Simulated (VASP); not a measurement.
Runs of VASP 6.6.1 on PbS. The structure is that of space group Fm-3m (No. 225), or close to it. The cells are those of the table. 

```tsv
cell	gap on the mesh (eV)	pressure (GPa)
a = 4.141 Å, angles 60.0°, 2 atoms	0.06	-0.3
a = 3.897 Å, angles 60.0°, 2 atoms	0.42	16.8
a = 4.225 Å, angles 60.0°, 2 atoms	0.28	-3.7
a = 4.037 Å, angles 60.0°, 2 atoms	0.28	(b)
a = 4.097 Å, angles 60.0°, 2 atoms	(a)	1.9
```

Alike in all rows: task single point; level LDA; potentials or basis VASP PAW LDA potentials, release 64 (Pb_d, S); no spin polarisation; k mesh 12 × 12 × 12; cutoff (eV) 500; smearing gaussian 0.03 eV.

Problem. Fill in the values left out.

Solution. (a) 0.07; (b) 5.4.

Caveats: spin-orbit coupling is left out, which moves the levels of the heavy elements; the cell stands under pressure (at least some runs); the cell stands under tension (at least some runs).

A k mesh can miss the band edges, and the runs leave out spin-orbit coupling on Pb.
